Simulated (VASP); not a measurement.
# Rb (Cmcm) in VASP: notebook

The runs below take Rb through single point, with PBE+D3(BJ).

Everything below comes from runs of VASP 6.6.1. Logs are shortened: lines on timing, memory, paths and dates and some standing lists are left out, and cuts for length are marked.

## 1. The cell of the first run

It takes space group Cmcm (No. 63, orthorhombic). The conventional cell has a = 4.206 Å, b = 8.659 Å, c = 8.485 Å, α = 90.00°, β = 90.00°, γ = 90.00°. Within 5.5 Å of Rb (site symmetry m2m) lie 12 Rb at 4.21 to 5.11 Å.

## 2. Single point, PBE+D3(BJ) (normal strain along x -0.1500, normal strain along z +0.0550)

INCAR reads:

```
SYSTEM = Rb
PREC = Accurate
ENCUT = 520
EDIFF = 1E-6
ISMEAR = 0
SIGMA = 0.15
LREAL = .FALSE.
LASPH = .TRUE.
NELM = 80
ALGO = Fast
ISIF = 2
LWAVE = .FALSE.
LCHARG = .FALSE.
GGA = PE
IVDW = 12
NBANDS = 16
```

KPOINTS reads:

```
Automatic mesh
0
G
  10 10 6
  0 0 0
```

POSCAR reads:

```
Rb
1.0
    2.1029070600     -4.3297492603      0.0000000000
    2.1029070600      4.3297492603      0.0000000000
    0.0000000000      0.0000000000      8.4852222573
Rb
2
Direct
    0.8359965595      0.1640034405      0.7500000000
    0.1640034405      0.8359965595      0.2500000000
```

Potentials or basis: VASP PAW PBE potentials, release 64 (Rb_sv).

The run is started by

```
> cat potpaw_PBE.64/Rb_sv/POTCAR > POTCAR
> mpirun -np 1 vasp_std > vasp.out
```

OUTCAR:

```text
SYSTEM = Rb
   PREC = Accurate
   ENCUT = 520
   EDIFF = 1E-6
   ISMEAR = 0
   LREAL = .FALSE.
   LASPH = .TRUE.
   NELM = 80
   ISIF = 2
   GGA = PE
   IVDW = 12
 IVDW          = 12

 ion  position               nearest neighbor table
   1  0.836  0.164  0.750-   2 4.96   2 4.96   2 4.96   2 4.96   2 5.11   2 5.11
   2  0.164  0.836  0.250-   1 4.96   1 4.96   1 4.96   1 4.96   1 5.11   1 5.11

  LATTYP: Found a base centered orthorhombic cell.
 ALAT       =     4.2058141200
 B/A-ratio  =     2.0589351487
 C/A-ratio  =     2.0174981621

  Lattice vectors:

 A1 = (   2.1029070600,  -4.3297492603,   0.0000000000)
 A2 = (   2.1029070600,   4.3297492603,   0.0000000000)
 A3 = (   0.0000000000,   0.0000000000,   8.4852222573)

Analysis of symmetry for initial positions (statically):
=====================================================================
 Subroutine PRICEL returns:
 Original cell was already a primitive cell.

 Routine SETGRP: Setting up the symmetry group for a
 base centered orthorhombic supercell.

 Subroutine GETGRP returns: Found  8 space group operations
 (whereof  4 operations were pure point group operations)
 out of a pool of  8 trial point group operations.

The static configuration has the point symmetry C_2h.
 The point group associated with its full space group is D_2h.

Analysis of symmetry for dynamics (positions and initial velocities):
=====================================================================
 Subroutine PRICEL returns:
 Original cell was already a primitive cell.

 Routine SETGRP: Setting up the symmetry group for a
 base centered orthorhombic supercell.

 Subroutine GETGRP returns: Found  8 space group operations
 (whereof  4 operations were pure point group operations)
 out of a pool of  8 trial point group operations.

The dynamic configuration has the point symmetry C_2h.
 The point group associated with its full space group is D_2h.

 Subroutine INISYM returns: Found  8 space group operations
 (whereof  4 operations are pure point group operations),
 and found     1 'primitive' translations

----------------------------------------------------------------------------------------

                                     Primitive cell

  volume of cell :     154.5169

  direct lattice vectors                    reciprocal lattice vectors
     2.102907060 -4.329749260  0.000000000     0.237766095 -0.115480128  0.000000000
     2.102907060  4.329749260  0.000000000     0.237766095  0.115480128  0.000000000
     0.000000000  0.000000000  8.485222257     0.000000000  0.000000000  0.117851951

  length of vectors
     4.813413213  4.813413213  8.485222257     0.264326268  0.264326268  0.117851951

  position of ions in fractional coordinates (direct lattice)
     0.835996560  0.164003440  0.750000000
     0.164003440  0.835996560  0.250000000

  ion indices of the primitive-cell ions
   primitive index   ion index
                 1           1
                 2           2

----------------------------------------------------------------------------------------

 KPOINTS: Automatic mesh

Automatic generation of k-mesh.
 Grid dimensions read from file:
 generate k-points for:   10   10    6

 Generating k-lattice:

  Cartesian coordinates                     Fractional coordinates (reciprocal lattice)
     0.023776610 -0.011548013  0.000000000     0.100000000  0.000000000  0.000000000
     0.023776610  0.011548013  0.000000000     0.000000000  0.100000000  0.000000000
     0.000000000  0.000000000  0.019641992     0.000000000  0.000000000  0.166666667

  Length of vectors
     0.026432627  0.026432627  0.019641992

  Shift w.r.t. Gamma in fractional coordinates (k-lattice)
     0.000000000  0.000000000  0.000000000

 Subroutine IBZKPT returns following result:
 ===========================================

 Found    124 irreducible k-points:

 Following reciprocal coordinates:
            Coordinates               Weight
  0.000000  0.000000  0.000000      1.000000
  0.100000 -0.000000  0.000000      4.000000
  0.200000 -0.000000  0.000000      4.000000
  0.300000  0.000000  0.000000      4.000000
  0.400000  0.000000  0.000000      4.000000
  0.500000  0.000000  0.000000      2.000000
[... 16 lines left out ...]
  0.300000  0.300000  0.000000      2.000000
  0.400000  0.300000  0.000000      4.000000
 [... further k-points ...]
   k-points           NKPTS =    124   k-points in BZ     NKDIM =    124   number of bands    NBANDS=     16
   number of dos      NEDOS =    301   number of ions     NIONS =      2
   total plane-waves  NPLWV =  82944
   dimension x,y,z NGX =    36 NGY =   36 NGZ =   64
   dimension x,y,z NGXF=    72 NGYF=   72 NGZF=  128
   ions per type =               2
   NGX,Y,Z   is equivalent  to a cutoff of  12.43, 12.43, 12.54 a.u.
   NGXF,Y,Z  is equivalent  to a cutoff of  24.87, 24.87, 25.08 a.u.
 SYSTEM =  Rb
   PREC   = accura    normal or accurate (medium, high low for compatibility)
   ISTART =      0    job   : 0-new  1-cont  2-samecut
   ICHARG =      2    charge: 1-file 2-atom 10-const
   ISPIN  =      1    spin polarized calculation?
   LNONCOLLINEAR =      F non collinear calculations
   LSORBIT =      F    spin-orbit coupling
   LASPH  =      T    aspherical Exc in radial PAW
   ENCUT  =  520.0 eV  38.22 Ry    6.18 a.u.   8.95  8.95 15.78*2*pi/ulx,y,z
   NELM   =     80;   NELMIN=  2; NELMDL= -5     # of ELM steps
   EDIFF  = 0.1E-05   stopping-criterion for ELM
   LREAL  =      F    real-space projection
   EDIFFG = 0.1E-04   stopping-criterion for IOM
   NSW    =      0    number of steps for IOM
   IBRION =     -1    ionic relax: 0-MD 1-quasi-New 2-CG
   NFREE  =      0    steps in history (QN), initial steepest desc. (CG)
   ISIF   =      2    stress and relaxation
   ISYM   =      2    0-nonsym 1-usesym 2-fastsym
   POTIM  = 0.5000    time-step for ionic-motion
   TEBEG  =    0.0;   TEEND  =   0.0 temperature during run
   PSTRESS=    0.0 pullay stress
   NELECT =      18.0000    total number of electrons
   NUPDOWN=      -1.0000    fix difference up-down
   EMIN   =  10.00;   EMAX   =-10.00  energy-range for DOS
   EFERMI =   0.00;   METHOD = LEGACY
   ISMEAR =     0;   SIGMA  =   0.15  broadening in eV -4-tet -1-fermi 0-gaus
   EFERMI_NEDOS =   21; number of points for ismear=-14 and -15
   IALGO  =     68    algorithm
   IMIX   =      4    mixing-type and parameters
     AMIX     =   0.40;   BMIX     =  1.00
     AMIX_MAG =   1.60;   BMIX_MAG =  1.00
  volume/ion in A,a.u.               =      77.26       521.37
  Fermi-wavevector in a.u.,A,eV,Ry     =   0.799540  1.510912  8.697723  0.639265
  Thomas-Fermi vector in A             =   1.906664
   LORBIT       =      0    0 simple, 1 ext, 2 COOP (PROOUT), +10 PAW based schemes
   GGA     = PE    functional components
   LHFCALC =     F    Hartree Fock is set to
   AEXX    =    0.0000 exact exchange contribution
   IVDW    =    12    specifies the selected vdW correction
   LEPSILON=     F    determine dielectric tensor
   LRPA    =     F    only Hartree local field effects (RPA)
 non-spin polarized calculation
 RMM-DIIS sequential band-by-band and
 Gauss-broadening in eV      SIGMA  =   0.15
  energy-cutoff  :      520.00
  volume of cell :      154.52
 maximum number of plane-waves:      4188
   NGX = 17   NGY = 17   NGZ = 31

 number of electron      18.0000000 magnetization

 Free energy of the ion-electron system (eV)
  ---------------------------------------------------
  ext. energy  EPLUGINS =         0.00000000
  ---------------------------------------------------
  free energy    TOTEN  =        -1.77065661 eV

  energy without entropy =       -1.75357620  energy(sigma->0) =       -1.76211640

 E-fermi :   0.4273     XC(G=0):  -5.8737

 val. band max:        0.4262478044   @ k =  -0.4000   0.3000   0.3333
 cond. band min:       0.4274639751   @ k =   0.5000   0.2000   0.3333
 fundamental gap:      0.0012161707
 Fermi energy:         0.4272935490

 k-point     1 :       0.0000    0.0000    0.0000
  band No.  band energies     occupation
      1     -28.4644      2.00000
      2     -28.4600      2.00000
      3     -12.6113      2.00000
      4     -12.4975      2.00000
      5     -12.4953      2.00000
      6     -12.4860      2.00000
[... 8 lines left out ...]
     15       4.9122      0.00000
     16       5.1233      0.00000

 k-point     2 :       0.1000   -0.0000    0.0000
  band No.  band energies     occupation
      1     -28.4626      2.00000
      2     -28.4585      2.00000
      3     -12.6046      2.00000
      4     -12.5010      2.00000
      5     -12.4942      2.00000
      6     -12.4902      2.00000
[... 8 lines left out ...]
     15       4.6950      0.00000
     16       4.7501      0.00000

 k-point     3 :       0.2000   -0.0000    0.0000
  band No.  band energies     occupation
      1     -28.4580      2.00000
      2     -28.4544      2.00000
      3     -12.5865      2.00000
      4     -12.5499      2.00000
      5     -12.5415      2.00000
      6     -12.5058      2.00000
[... 8 lines left out ...]
     15       4.3432      0.00000
     16       4.4880      0.00000

 k-point     4 :       0.3000    0.0000    0.0000
  band No.  band energies     occupation
      1     -28.4523      2.00000
      2     -28.4496      2.00000
      3     -12.6377      2.00000
      4     -12.6288      2.00000
      5     -12.5620      2.00000
      6     -12.5149      2.00000
[... 8 lines left out ...]
     15       4.2007      0.00000
     16       4.5246      0.00000
[... 324 lines left out ...]
 k-point    22 :      -0.2000    0.2000    0.0000
  band No.  band energies     occupation
      1     -28.4623      2.00000
      2     -28.4585      2.00000
      3     -12.5969      2.00000
      4     -12.5423      2.00000
      5     -12.5316      2.00000
      6     -12.4980      2.00000
[... 8 lines left out ...]
     15       3.8953      0.00000
     16       5.5074      0.00000

 k-point    23 :       0.3000    0.3000    0.0000
  band No.  band energies     occupation
      1     -28.4456      2.00000
      2     -28.4455      2.00000
      3     -12.7052      2.00000
      4     -12.6961      2.00000
      5     -12.5515      2.00000
      6     -12.5407      2.00000
[... 8 lines left out ...]
     15       3.2354      0.00000
     16       4.0609      0.00000

 k-point    24 :       0.4000    0.3000    0.0000
  band No.  band energies     occupation
      1     -28.4491      2.00000
      2     -28.4481      2.00000
      3     -12.6437      2.00000
      4     -12.6319      2.00000
      5     -12.5752      2.00000
      6     -12.5628      2.00000
[... 8 lines left out ...]
     15       3.1474      0.00000
     16       4.2549      0.00000

 [... further k-points ...]

------------------------ aborting loop because EDIFF is reached ----------------------------------------

 Edisp (eV)   -0.23706

 E8    (eV) :    -0.1350

  FORCE on cell =-STRESS in cart. coord.  units (eV):
  Direction    XX          YY          ZZ          XY          YZ          ZX
  --------------------------------------------------------------------------------------
  -------------------------------------------------------------------------------------
  Total       1.17091     0.27188    -0.12306     0.00000    -0.00000     0.00000
  in kB      12.14105     2.81908    -1.27599     0.00000    -0.00000     0.00000
  external pressure =        4.56 kB  Pullay stress =        0.00 kB

 VOLUME and BASIS-vectors are now :
 -----------------------------------------------------------------------------
  energy-cutoff  :      520.00
  volume of cell :      154.52
      direct lattice vectors                 reciprocal lattice vectors
     2.102907060 -4.329749260  0.000000000     0.237766095 -0.115480128  0.000000000
     2.102907060  4.329749260  0.000000000     0.237766095  0.115480128  0.000000000
     0.000000000  0.000000000  8.485222257     0.000000000  0.000000000  0.117851951

 POSITION                                       TOTAL-FORCE (eV/Angst)
 -----------------------------------------------------------------------------------
      2.10291     -2.90956      6.36392         0.000000     -0.027037     -0.000000
      2.10291      2.90956      2.12131         0.000000      0.027037      0.000000
 -----------------------------------------------------------------------------------
    total drift:                               -0.000000     -0.000000      0.000000

  FREE ENERGIE OF THE ION-ELECTRON SYSTEM (eV)
  ---------------------------------------------------
  free  energy   TOTEN  =        -2.0077160192 eV

  energy  without entropy=       -1.9906356069  energy(sigma->0) =       -1.99917581
```

It took 3 min on 1 thread of Intel Xeon 6975P-C (Granite Rapids), shared host; peak memory 0.43 GiB.

Results:

* Free energy: -2.0077 eV
* Pressure: 0.5 GPa
* Largest force: 0.027 eV/Å
* Band gap on the k mesh: zero (bands 9 and 10 overlap by 2.64 eV)
* Dispersion energy per atom: -0.119 eV

Forces in eV/Å, atoms in the order of the input:
```
Rb   0.000 -0.027  0.000
Rb   0.000  0.027  0.000
```

Caveat: the cell differs from its parent crystal (normal strain along x -0.1500, normal strain along z +0.0550).

## 3. Single point, PBE+D3(BJ) (normal strain along x -0.0750, normal strain along z +0.0000)

INCAR reads:

```
SYSTEM = Rb
  PREC = Accurate
  ENCUT = 520
  EDIFF = 1E-6
  ISMEAR = 0
  SIGMA = 0.15
  LREAL = .False.
  LASPH = .True.
  NELM = 80
  ALGO = Fast
  ISIF = 2
  LWAVE = .False.
  LCHARG = .True.
  GGA = PE
  IVDW = 12
  LELF = .True.
  LVHAR = .True.
  NBANDS = 16
```

KPOINTS reads:

```
Automatic mesh
0
Gamma
  10 10 6
  0 0 0
```

POSCAR reads:

```
Rb
1.0
    2.2884576830     -4.3297492603      0.0000000000
    2.2884576830      4.3297492603      0.0000000000
    0.0000000000      0.0000000000      8.0428646989
Rb
2
Direct
    0.8359965595      0.1640034405      0.7500000000
    0.1640034405      0.8359965595      0.2500000000
```

Potentials or basis: VASP PAW PBE potentials, release 64 (Rb_sv).

The run is started by

```
> cat potpaw_PBE.64/Rb_sv/POTCAR > POTCAR
> mpirun -np 1 vasp_std > vasp.out
```

Run time: 3.2 min. Hardware: 1 thread of Intel Xeon 6975P-C (Granite Rapids), shared host; peak memory 0.42 GiB.

Results (log left out):

* Free energy: -2.0743 eV
* Pressure: 0.3 GPa
* Largest force: 0.018 eV/Å
* Band gap on the k mesh: zero (bands 9 and 10 overlap by 2.39 eV)
* Dispersion energy per atom: -0.115 eV

Forces on the atoms (eV/Å):
```
Rb   0.000 -0.018  0.000
Rb   0.000  0.018  0.000
```

Stress tensor (GPa, compression positive):
```
0.51 0.00 0.00
0.00 0.17 0.00
0.00 0.00 0.15
```

Levels at points of the mesh, in eV from the Fermi level:
```
           k point  band 5  band 6  band 7  band 8  band 9  band 10  band 11  band 12  band 13  band 14
(0.00, 0.00, 0.00)  -12.88  -12.88  -12.88  -12.86   -2.15     0.03     0.65     3.27     3.51     3.73
(0.50, 0.00, 0.00)  -12.94  -12.93  -12.90  -12.90    0.16     0.48     1.24     1.54     2.21     2.71
(0.50, 0.50, 0.00)  -12.96  -12.90  -12.90  -12.88   -0.08     0.20     1.16     1.58     1.97     2.44
(0.00, 0.00, 0.50)  -12.89  -12.89  -12.87  -12.87   -1.43    -1.43     2.27     2.27     3.35     3.35
(0.50, 0.00, 0.50)  -12.92  -12.92  -12.91  -12.91    0.45     0.45     1.14     1.14     2.51     2.51
(0.50, 0.50, 0.50)  -12.91  -12.91  -12.89  -12.89    0.25     0.25     0.87     0.87     2.52     2.52
```

Caveat: the cell differs from its parent crystal (normal strain along x -0.0750, normal strain along z +0.0000).

(Continued in part 2 of 2.)

The gap in the log of VASP goes by the Fermi energy; the results here count the filled bands.